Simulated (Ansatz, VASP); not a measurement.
## One calculation of Si2Ni, two programs

The input INCAR:

```
SYSTEM = Si2Ni
ALGO = Normal
EDIFF = 1E-6
ENCUT = 520
GGA = PS
ISIF = 2
ISMEAR = 0
LASPH = .True.
LCHARG = .False.
LREAL = .False.
LWAVE = .False.
NBANDS = 16
NELM = 60
PREC = Accurate
SIGMA = 0.15
```

The input KPOINTS:

```
k-points
0
Gamma
  16 16 16
  0 0 0
```

The input POSCAR:

```
Si2Ni
1.0
    0.0000000000      2.6957048548      2.6957048548
    2.6957048548      0.0000000000      2.6957048548
    2.6957048548      2.6957048548      0.0000000000
Si Ni
2 1
Direct
    0.1804449077      0.3195550923      0.3195550923
    0.6804449077      0.8195550923      0.8195550923
    0.0000000000      0.0000000000      0.0000000000
```

Input for Ansatz:

```yaml
crystal:
  lattice:
    - [0.0, 2.6957048548, 2.6957048548]
    - [2.6957048548, 0.0, 2.6957048548]
    - [2.6957048548, 2.6957048548, 0.0]
  atoms:
    - { symbol: Si, position: [0.1804449077, 0.3195550923, 0.3195550923] }
    - { symbol: Si, position: [0.6804449077, 0.8195550923, 0.8195550923] }
    - { symbol: Ni, position: [0.0, 0.0, 0.0] }
basis:
  ecutwfc: 420
kpoints:
  mp_grid: { grid: [16, 16, 16] }
hamiltonian:
  xc: pbesol
scf:
  occupations: { method: gaussian, width: 0.15 }
output:
  forces: true
  stress: true
  eigenvalues: true
```

Change from the starting cell: all Si atoms moved +0.375 Å, as atom 1 along Cartesian [1 0 0].

Alike in both runs: task single point; functional PBEsol; k mesh 16 × 16 × 16; occupations gaussian, width 0.15 eV; no spin polarisation.

|  | VASP | Ansatz |
| --- | --- | --- |
| version | VASP 6.6.1 | Ansatz 0.2.0 |
| potentials or method | VASP PAW PBE potentials, release 64 (Si, Ni), cutoff 520 eV | scalar-relativistic, plane waves, PAW |
| valence electrons in the cell | 18 | 26 |

```tsv
	VASP	Ansatz	Ansatz less VASP
gap on the k mesh at the Fermi level (eV)	none	none	-
pressure (GPa)	9.5	9.4	-0.14
traceless stress, the component that is largest in VASP (GPa)	-6.13	-6.04	+0.094
rms of the force components (eV/Å)	1.524	1.519	-0.0050
```

VASP's potentials were made for PBE, not for PBEsol. Atom by atom the forces differ by 0.005 eV/Å (rms over components). A gap of «none» marks a metal or a gap that the smearing closes. The functional is the same, so the differences come from potentials, cutoffs and numerics. VASP's potentials hold 18 valence electrons a cell and Ansatz's 26, so a difference there can come from the potentials and not from the codes.
